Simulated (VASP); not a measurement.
Write the native input for VASP 6.6.1 that does the following.

| Property | Result |
| --- | --- |
| Task | electric field gradients |
| Functional | PBEsol |
| Potentials or basis | VASP PAW PBE potentials, release 64 (Al, N) |
| Cutoff | 520 eV |
| k mesh | 10 × 10 × 6 |
| Occupations | fermi-dirac, width 0.03 eV |
| Spin | no spin polarisation |
| Dipole correction | no |
| Further INCAR settings | ALGO = Normal; EDIFF = 1e-08; NBANDS = 16 |

The structure of AlN lies in POSCAR:

```
AlN
1.0
    3.1519410852      0.0000000000      0.0000000000
   -1.5759705426      2.7296610510      0.0000000000
    0.0000000000      0.0000000000      5.0435075122
Al N
2 2
Direct
    0.3333333333      0.6666666667      0.0000000000
    0.6666666667      0.3333333333      0.5000000000
    0.3333333333      0.6666666667      0.3850000000
    0.6666666667      0.3333333333      0.8850000000
```

This cell differs from its parent crystal: volume scaled by 1.04.

The input as run:

INCAR

```
PREC = Accurate ; ENCUT = 520
EDIFF = 1E-8 ; ISMEAR = -1
SIGMA = 0.03 ; LREAL = F
LASPH = T ; NELM = 60
ALGO = Normal ; ISIF = 2
LWAVE = F ; LCHARG = F
GGA = PS ; LEFG = T
NBANDS = 16
```

KPOINTS

```
regular mesh
0
Gamma
  10 10 6
```

Potentials or basis: VASP PAW PBE potentials, release 64 (Al, N).

Run with:

```console
$ cat potpaw_PBE.64/Al/POTCAR potpaw_PBE.64/N/POTCAR > POTCAR
$ mpirun -np 1 vasp_std > vasp.out
```

It gave:

| Quantity | Value |
| --- | --- |
| Pressure | -6.9 GPa |
| Largest force | 0.175 eV/Å |
| Band gap on the k mesh | 3.75 eV, direct |

Caveat: without QUAD_EFG the Cq values of the log hold for a quadrupole moment of 1 mb, not for the nuclei; the PAW data sets were made with another functional, which shifts forces and pressure a little.

It took 27 s on 1 thread of Intel(R) Xeon(R) Platinum 8259CL CPU @ 2.50GHz (Skylake/Cascade Lake), with other jobs on the host, peak memory 0.17 GiB.
